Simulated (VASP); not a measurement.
Runs of VASP 6.6.1 on Cu. The structure is that of space group P6_3/mmc (No. 194), or close to it. The cells are those of the table. This isn't the form of Cu at room conditions, which is fcc.

| task | level | cell | k mesh | cutoff (eV) | gap on the mesh (eV) | pressure (GPa) |
| --- | --- | --- | --- | --- | --- | --- |
| single point | r2SCAN | a = 2.569, b = 2.569, c = 4.190 Å, angles 90.0, 90.0, 120.0°, 2 atoms | 18 × 18 × 10 | 520 | none | -5.7 |
| single point | r2SCAN | a = 2.531, b = 2.531, c = 4.128 Å, angles 90.0, 90.0, 120.0°, 2 atoms | 18 × 18 × 10 | 520 | none | (a) |
| relaxation of cell and atoms | PBE | relaxed from a = 2.552, b = 2.552, c = 4.169 Å, angles 90.0, 90.0, 120.0°, 2 atoms | 8 × 8 × 6 | 600 | none | -0.1 |
| single point | PBE | a = 2.576, b = 2.576, c = 4.168 Å, angles 90.0, 90.0, 120.0°, 2 atoms | 8 × 8 × 6 | 520 | none | 1.2 |

Alike in all rows: potentials or basis VASP PAW PBE potentials, release 64 (Cu); no spin polarisation; smearing gaussian 0.05 eV.

Problem. Estimate the missing entries.

Solution. (a) 0.7.

Caveats: the PAW data sets were made with another functional, which shifts forces and pressure a little (at least some runs); the cell stands under tension (at least some runs).

A gap of «none» marks levels without a gap at the run's occupations.
